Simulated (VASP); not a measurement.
Wanted: the native input for a VASP 6.6.1 run.

```yaml
Task: single point
Functional: PBE
Potentials_or_basis: VASP PAW PBE potentials, release 64 (Al, N)
Cutoff: 520 eV
k_mesh: 15 × 15 × 15
Occupations: fermi-dirac, width 0.08 eV
Spin: no spin polarisation
Dipole_correction: no
Further_INCAR_settings: ALGO = Normal; EDIFF = 1e-06; NBANDS = 11
```

The structure of AlN (rocksalt type) lies in POSCAR:

```
AlN
1.0
    0.0000000000      2.0352786596      2.0352786596
    2.0352786596      0.0000000000      2.0352786596
    2.0352786596      2.0352786596      0.0000000000
Al N
1 1
Direct
    0.0000000000      0.0000000000      0.0000000000
    0.5000000000      0.5000000000      0.5000000000
```

The input as run:

INCAR

```
SYSTEM = AlN
PREC = Accurate ; ENCUT = 520
EDIFF = 1E-6 ; ISMEAR = -1
SIGMA = 0.08 ; LREAL = .False.
LASPH = .True. ; NELM = 80
ALGO = Normal ; ISIF = 2
LWAVE = .False. ; LCHARG = .False.
GGA = PE ; NBANDS = 11
```

KPOINTS

```
Automatic mesh
0
Gamma
  15 15 15
  0 0 0
```

Potentials or basis: VASP PAW PBE potentials, release 64 (Al, N).

The run is started by

```console
$ cat potpaw_PBE.64/Al/POTCAR potpaw_PBE.64/N/POTCAR > POTCAR
$ mpirun -np 1 vasp_std > vasp.out
```

It gave:

The pressure is -0.3 GPa and the band gap on the k mesh is 4.48 eV, indirect (least direct gap 5.39 eV).

Run time: 34 s on 1 thread of AMD EPYC 7R13, on a shared host, peak memory 0.12 GiB.
